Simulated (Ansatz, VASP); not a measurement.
# KCl in VASP and in Ansatz

File POSCAR:

```
KCl
1.0
    0.0000000000      3.1448483221      3.1448483221
    3.1448483221      0.0000000000      3.1448483221
    3.1448483221      3.1448483221      0.0000000000
K Cl
1 1
Direct
    0.0000000000      0.0000000000      0.0000000000
    0.5000000000      0.5000000000      0.5000000000
```

File INCAR.step1:

```
  ALGO = Normal
  EDIFF = 1E-5
  ENCUT = 520
  GGA = PE
  ISIF = 2
  ISMEAR = 0
  LASPH = T
  LREAL = F
  LWAVE = T
  NBANDS = 15
  NELM = 60
  PREC = Accurate
  SIGMA = 0.01
```

Contents of INCAR.step2:

```
  ALGO = Normal
  EDIFF = 1E-6
  ENCUT = 520
  GGA = PE
  HFSCREEN = 0.2079
  ISIF = 2
  ISMEAR = 0
  ISTART = 1
  IVDW = 12
  LASPH = T
  LCHARG = T
  LELF = T
  LHFCALC = T
  LREAL = F
  LVHAR = T
  LWAVE = F
  NBANDS = 15
  NELM = 60
  PREC = Accurate
  PRECFOCK = Normal
  SIGMA = 0.01
  VDW_A1 = 0.383
  VDW_A2 = 5.685
  VDW_S6 = 1.0
  VDW_S8 = 2.31
```

Contents of KPOINTS:

```
k-points
0
Gamma
  4 4 4
```

Input for Ansatz:

```yaml
crystal:
  lattice:
    - [0.0, 3.1448483221, 3.1448483221]
    - [3.1448483221, 0.0, 3.1448483221]
    - [3.1448483221, 3.1448483221, 0.0]
  atoms:
    - { symbol: K, position: [0.0, 0.0, 0.0] }
    - { symbol: Cl, position: [0.5, 0.5, 0.5] }
kpoints:
  mp_grid: { grid: [4, 4, 4] }
hamiltonian:
  xc: hse06
  dispersion: d3bj
scf:
  occupations: { method: fixed }
  n_extra_bands: 4
output:
  forces: true
  stress: true
  eigenvalues: true
```

Alike in both runs: task single point; functional HSE06; dispersion D3(BJ); k mesh 4 × 4 × 4; no spin polarisation.

```csv
,VASP,Ansatz
version,VASP 6.6.1,Ansatz 0.2.0
potentials or method,"VASP PAW PBE potentials, release 64 (K_sv, Cl)",plane waves
plane-wave cutoff (eV),520,420
occupations,"gaussian, width 0.01 eV",fixed
valence electrons in the cell,16,16
```

|  | VASP | Ansatz | Ansatz less VASP |
| --- | --- | --- | --- |
| gap on the k mesh at the Fermi level (eV) | 6.50 | 6.51 | +0.004 |
| pressure (GPa) | -0.8 | -0.9 | -0.03 |

Ansatz's warnings: stress exchange threshold loose, stress scf threshold loose.

The k mesh is coarse, so the values compare programs but aren't converged.
